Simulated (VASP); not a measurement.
SiSb2:

```
CELL_PARAMETERS angstrom
0.00000 3.25752 3.25752
3.25752 0.00000 3.25752
3.25752 3.25752 0.00000
ATOMIC_POSITIONS crystal
Si 0.00000 0.00000 0.00000
Sb 0.25000 0.25000 0.25000
Sb 0.75000 0.75000 0.75000
```

- Program: VASP 6.6.1
- Task: relaxation of cell and atoms
- Functional: PBE
- Potentials or basis: VASP PAW PBE potentials, release 64 (Si, Sb)
- Cutoff: 600 eV
- k mesh: 4 × 4 × 4
- Occupations: gaussian, width 0.1 eV
- Spin: no spin polarisation

At the start: pressure 10.8 GPa; volume 23.04 Å³/atom.

Q: How do energy, volume and symmetry change on relaxing?

A: Over 3 steps the energy falls by 105.1 meV/atom and the volume is 26.59 Å³/atom (+15.4 %); space group Fm-3m (No. 225, to 0.1 Å) before and after.

The path:
```
step  energy change (eV)  largest force (eV/Å)  pressure (GPa)  volume (Å³)
   1              0.0000                0.0000           10.85        69.13
   2             -0.2462                0.0000           -3.36        85.95
   3             -0.3152                0.0000            0.03        79.76
```

Final structure:
```cif
data_structure
_symmetry_space_group_name_H-M 'P 1'
_symmetry_Int_Tables_number 1
_cell_length_a 4.8316
_cell_length_b 4.8316
_cell_length_c 4.8316
_cell_angle_alpha 60.000
_cell_angle_beta 60.000
_cell_angle_gamma 60.000
_cell_volume 79.76
loop_
_atom_site_label
_atom_site_type_symbol
_atom_site_fract_x
_atom_site_fract_y
_atom_site_fract_z
_atom_site_occupancy
Si1 Si 0.00000 0.00000 0.00000 1
Sb1 Sb 0.25000 0.25000 0.25000 1
Sb2 Sb 0.75000 0.75000 0.75000 1
```

Caveat: the k points lie up to 0.40 Å⁻¹ apart in the final cell, too coarse for converged energies and pressures of a metal; the volume moved by over 15 % at a fixed basis, so the end points are rough.
